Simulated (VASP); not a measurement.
# NaCl (Fm-3m) in VASP: settings compared, part 2 of 2

VASP 6.6.1. Earlier steps stand in the parts before.

### 3 Single point, PBE-based screened hybrid with 25 % exact exchange

This run uses another cell than the first one, of 20.50 Å³/atom.

File POSCAR:

```
NaCl
1.0
    0.0000000000      2.7370255149      2.7370255149
    2.7370255149      0.0000000000      2.7370255149
    2.7370255149      2.7370255149      0.0000000000
Cl Na
1 1
Direct
    0.5000000000      0.5000000000      0.5000000000
    0.0000000000      0.0000000000      0.0000000000
```

File INCAR.step1:

```
PREC = Accurate
ENCUT = 520
EDIFF = 1E-5
ISMEAR = -1
SIGMA = 0.05
LREAL = False
LASPH = True
NELM = 60
ALGO = Normal
ISIF = 2
LWAVE = True
LCHARG = False
NBANDS = 14
GGA = PE
```

File INCAR.step2:

```
PREC = Accurate
ENCUT = 520
EDIFF = 1E-6
ISMEAR = -1
SIGMA = 0.05
LREAL = False
LASPH = True
NELM = 60
ALGO = Normal
ISIF = 2
LWAVE = False
LCHARG = False
GGA = PE
LHFCALC = True
AEXX = 0.25
HFSCREEN = 0.3
PRECFOCK = Normal
NBANDS = 14
ISTART = 1
```

File KPOINTS:

```
Automatic mesh
0
Gamma
  4 4 4
```

Potentials or basis: VASP PAW PBE potentials, release 64 (Cl, Na_pv).

On the command line:

```sh
cat potpaw_PBE.64/Cl/POTCAR potpaw_PBE.64/Na_pv/POTCAR > POTCAR
cp INCAR.step1 INCAR
mpirun -np 1 vasp_std > vasp.out
cp INCAR.step2 INCAR
mpirun -np 1 vasp_std > vasp.out
```

OUTCAR:

```text
PREC = Accurate
   ENCUT = 520
   EDIFF = 1E-6
   ISMEAR = -1
   LREAL = False
   LASPH = True
   NELM = 60
   ISIF = 2
   GGA = PE
   LHFCALC = True
   AEXX = 0.25
   HFSCREEN = 0.3
   PRECFOCK = Normal
   ISTART = 1

 ion  position               nearest neighbor table
   1  0.500  0.500  0.500-
   2  0.000  0.000  0.000-

  LATTYP: Found a face centered cubic cell.
 ALAT       =     5.4740510298

  Lattice vectors:

 A1 = (   0.0000000000,   2.7370255149,   2.7370255149)
 A2 = (   2.7370255149,   0.0000000000,   2.7370255149)
 A3 = (   2.7370255149,   2.7370255149,   0.0000000000)

Analysis of symmetry for initial positions (statically):
=====================================================================
 Subroutine PRICEL returns:
 Original cell was already a primitive cell.

 Routine SETGRP: Setting up the symmetry group for a
 face centered cubic supercell.

 Subroutine GETGRP returns: Found 48 space group operations
 (whereof 48 operations were pure point group operations)
 out of a pool of 48 trial point group operations.

The static configuration has the point symmetry O_h .

Analysis of symmetry for dynamics (positions and initial velocities):
=====================================================================
 Subroutine PRICEL returns:
 Original cell was already a primitive cell.

 Routine SETGRP: Setting up the symmetry group for a
 face centered cubic supercell.

 Subroutine GETGRP returns: Found 48 space group operations
 (whereof 48 operations were pure point group operations)
 out of a pool of 48 trial point group operations.

The dynamic configuration has the point symmetry O_h .

 Subroutine INISYM returns: Found 48 space group operations
 (whereof 48 operations are pure point group operations),
 and found     1 'primitive' translations

----------------------------------------------------------------------------------------

                                     Primitive cell

  volume of cell :      41.0078

  direct lattice vectors                    reciprocal lattice vectors
     0.000000000  2.737025515  2.737025515    -0.182680065  0.182680065  0.182680065
     2.737025515  0.000000000  2.737025515     0.182680065 -0.182680065  0.182680065
     2.737025515  2.737025515  0.000000000     0.182680065  0.182680065 -0.182680065

  length of vectors
     3.870738604  3.870738604  3.870738604     0.316411155  0.316411155  0.316411155

  position of ions in fractional coordinates (direct lattice)
     0.500000000  0.500000000  0.500000000
     0.000000000  0.000000000  0.000000000

  ion indices of the primitive-cell ions
   primitive index   ion index
                 1           1
                 2           2

----------------------------------------------------------------------------------------

 KPOINTS: Automatic mesh

Automatic generation of k-mesh.
 Grid dimensions read from file:
 generate k-points for:    4    4    4

 Generating k-lattice:

  Cartesian coordinates                     Fractional coordinates (reciprocal lattice)
[... 30 lines left out ...]
   ions per type =               1   1
   NGX,Y,Z   is equivalent  to a cutoff of  12.88, 12.88, 12.88 a.u.
   NGXF,Y,Z  is equivalent  to a cutoff of  25.77, 25.77, 25.77 a.u.
 SYSTEM =  unknown system
   PREC   = accura    normal or accurate (medium, high low for compatibility)
   ISTART =      1    job   : 0-new  1-cont  2-samecut
   ICHARG =      0    charge: 1-file 2-atom 10-const
   ISPIN  =      1    spin polarized calculation?
   LNONCOLLINEAR =      F non collinear calculations
   LSORBIT =      F    spin-orbit coupling
   LASPH  =      T    aspherical Exc in radial PAW
   ENCUT  =  520.0 eV  38.22 Ry    6.18 a.u.   7.20  7.20  7.20*2*pi/ulx,y,z
   NELM   =     60;   NELMIN=  2; NELMDL=  0     # of ELM steps
   EDIFF  = 0.1E-05   stopping-criterion for ELM
   LREAL  =      F    real-space projection
   EDIFFG = 0.1E-04   stopping-criterion for IOM
   NSW    =      0    number of steps for IOM
   IBRION =     -1    ionic relax: 0-MD 1-quasi-New 2-CG
   NFREE  =      0    steps in history (QN), initial steepest desc. (CG)
   ISIF   =      2    stress and relaxation
   ISYM   =      3    0-nonsym 1-usesym 2-fastsym
   POTIM  = 0.5000    time-step for ionic-motion
   TEBEG  =    0.0;   TEEND  =   0.0 temperature during run
   PSTRESS=    0.0 pullay stress
   NELECT =      14.0000    total number of electrons
   NUPDOWN=      -1.0000    fix difference up-down
   EMIN   =  10.00;   EMAX   =-10.00  energy-range for DOS
   EFERMI =   0.00;   METHOD = LEGACY
   ISMEAR =    -1;   SIGMA  =   0.05  broadening in eV -4-tet -1-fermi 0-gaus
   EFERMI_NEDOS =   21; number of points for ismear=-14 and -15
   IALGO  =     38    algorithm
   IMIX   =      1    mixing-type and parameters
     AMIX     =   0.40;   BMIX     =  1.00
     AMIX_MAG =   1.60;   BMIX_MAG =  1.00
  volume/ion in A,a.u.               =      20.50       138.37
  Fermi-wavevector in a.u.,A,eV,Ry     =   1.144183  2.162192 17.812119  1.309154
  Thomas-Fermi vector in A             =   2.280875
   LORBIT       =      0    0 simple, 1 ext, 2 COOP (PROOUT), +10 PAW based schemes
   GGA     = PE    functional components
   LHFCALC =     T    Hartree Fock is set to
   PRECFOCK=normal    Normal, Fast or Accurate (Low or Medium for compatibility)
   ENCUT4O =  -1.0   cutoff for four orbital integrals eV
   NKREDX  =     1    reduce k-point grid by
   NKREDY  =     1    reduce k-point grid by
   NKREDZ  =     1    reduce k-point grid by
   AEXX    =    0.2500 exact exchange contribution
   HFSCREEN=    0.3000 screening length (either q_TF or 0.3 A-1)
   HFSCREENC=   0.3000 screening length for correlation (either q_TF or 0.3 A-1)
   ENCUTFOCK=  -1.0 apply spherical cutoff to Coloumb kernel
   IVDW    =     0    specifies the selected vdW correction
   LEPSILON=     F    determine dielectric tensor
   LRPA    =     F    only Hartree local field effects (RPA)
 non-spin polarized calculation
  energy-cutoff  :      520.00
  volume of cell :       41.01
 maximum number of plane-waves:      1124
 NGX is ok and might be reduce to    30
  NGX = 24; NGY = 24; NGZ = 24

 number of electron      14.0000000 magnetization

 Free energy of the ion-electron system (eV)
  ---------------------------------------------------
  ext. energy  EPLUGINS =         0.00000000
  ---------------------------------------------------
  free energy    TOTEN  =        -7.65910553 eV

  energy without entropy =       -7.65910553  energy(sigma->0) =       -7.65910553

 E-fermi :   0.0502     XC(G=0):  -7.2492

 val. band max:       -1.0289529424   @ k =   0.0000   0.0000   0.0000
 cond. band min:       5.5942518724   @ k =   0.0000   0.0000   0.0000
 fundamental gap:      6.6232048148
 Fermi energy:         0.0501578144

 k-point     1 :       0.0000    0.0000    0.0000
  band No.  band energies     occupation
      1     -23.7139      2.00000
      2     -23.7139      2.00000
      3     -23.7139      2.00000
      4     -15.0671      2.00000
      5      -1.0290      2.00000
      6      -1.0290      2.00000
      7      -1.0290      2.00000
      8       5.5943      0.00000
      9      11.4197      0.00000
     10      11.4197      0.00000
     11      11.4197      0.00000
     12      13.8575      0.00000
     13      13.8575      0.00000
     14      15.3773      0.00000
[... 105 lines left out ...]
      1     -23.7331      2.00000
      2     -23.7331      2.00000
      3     -23.7280      2.00000
      4     -14.5115      2.00000
      5      -2.4802      2.00000
      6      -2.4802      2.00000
      7      -1.9469      2.00000
      8       9.4327      0.00000
      9      10.1038      0.00000
     10      10.1038      0.00000
     11      12.1085      0.00000
     12      16.8639      0.00000
     13      16.8639      0.00000
     14      17.4800      0.00000

------------------------ aborting loop because EDIFF is reached ----------------------------------------

  FORCE on cell =-STRESS in cart. coord.  units (eV):
  Direction    XX          YY          ZZ          XY          YZ          ZX
  --------------------------------------------------------------------------------------
  -------------------------------------------------------------------------------------
  Total        0.8029403      0.8029403      0.8029403      0.0000000      0.0000000     -0.0000000
  in kB       31.3709252     31.3709252     31.3709252      0.0000000      0.0000000     -0.0000000
  external PRESSURE =      31.3709252 kB  Pullay stress =       0.0000000 kB

 VOLUME and BASIS-vectors are now :
 -----------------------------------------------------------------------------
  energy-cutoff  :      520.00
  volume of cell :       41.01
      direct lattice vectors                 reciprocal lattice vectors
     0.000000000  2.737025515  2.737025515    -0.182680065  0.182680065  0.182680065
     2.737025515  0.000000000  2.737025515     0.182680065 -0.182680065  0.182680065
     2.737025515  2.737025515  0.000000000     0.182680065  0.182680065 -0.182680065

 POSITION                                       TOTAL-FORCE (eV/Angst)
 -----------------------------------------------------------------------------------
      2.73703      2.73703      2.73703        -0.000000     -0.000000     -0.000000
      0.00000      0.00000      0.00000         0.000000      0.000000      0.000000
 -----------------------------------------------------------------------------------
    total drift:                                0.000004     -0.000001      0.000003

  FREE ENERGIE OF THE ION-ELECTRON SYSTEM (eV)
  ---------------------------------------------------
  free  energy   TOTEN  =        -7.6591055317 eV

  energy  without entropy=       -7.6591055316  energy(sigma->0) =       -7.65910553
```

Wall time 4.7 min (1 thread of Intel Xeon 8259CL, shared host); peak memory 0.26 GiB.

Results:

* Free energy: -7.6591 eV
* Pressure: 3.1 GPa
* Band gap on the k mesh: 6.62 eV

Caveat: the k points lie up to 0.50 Å⁻¹ apart; the PAW data sets were made with another functional, which shifts forces and pressure a little.
